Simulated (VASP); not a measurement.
Wanted: the native input for a VASP 6.6.1 run.

```
Task                   : relaxation of cell and atoms
Functional             : revPBE
Dispersion             : D3(BJ)
Potentials or basis    : VASP PAW PBE potentials, release 64 (Mg)
Cutoff                 : 600 eV
k mesh                 : 10 × 10 × 3
Occupations            : fermi-dirac, width 0.05 eV
Spin                   : no spin polarisation
Dipole correction      : no
Further INCAR settings : ALGO = Normal; EDIFF = 1e-07; IBRION = 2; EDIFFG = -0.01; NSW = 60; ISIF = 3
```

The structure of Mg lies in POSCAR:

```
Mg
1.0
    3.1768261656      0.0000000000      0.0000000000
   -1.5884130828      2.7512121628      0.0000000000
    0.0000000000      0.0000000000     10.3188620100
Mg
4
Direct
    0.6666666667      0.3333333333      0.7500000000
    0.0000000000      0.0000000000      0.5000000000
    0.3333333333      0.6666666667      0.2500000000
    0.0000000000      0.0000000000      0.0000000000
```

The input as run:

INCAR

```
SYSTEM = Mg
ALGO = Normal
EDIFF = 1E-7
EDIFFG = -0.01
ENCUT = 600
GGA = RE
IBRION = 2
ISIF = 3
ISMEAR = -1
IVDW = 12
LASPH = .TRUE.
LCHARG = .FALSE.
LREAL = .FALSE.
LWAVE = .FALSE.
NELM = 60
NSW = 60
PREC = Accurate
SIGMA = 0.05
```

KPOINTS

```
k-points
0
G
  10 10 3
  0 0 0
```

Potentials or basis: VASP PAW PBE potentials, release 64 (Mg).

Command:

```sh
$ cat potpaw_PBE.64/Mg/POTCAR > POTCAR
$ mpirun -np 1 vasp_std > vasp.out
```

Results of the run:

* Relaxed volume: 21.25 Å³/atom
* Relaxed cell: a = 3.100 Å, b = 3.100 Å, c = 10.213 Å, α = 90.00°, β = 90.00°, γ = 120.00°
* Space group after relaxing (to 0.1 Å): P6_3/mmc (No. 194)
* Energy gained by relaxing: 9.7 meV/atom
* Ionic steps: 6
* Pressure after relaxing: 0.0 GPa
* Band gap on the k mesh: zero (bands 4 and 5 overlap by 1.91 eV)
* Dispersion energy per atom: -0.586 eV

Caveat: the PAW data sets were made with another functional, which shifts forces and pressure a little.

Wall time 2.4 min on 1 thread of Intel Xeon 8259CL, on a shared host, peak memory 0.27 GiB.
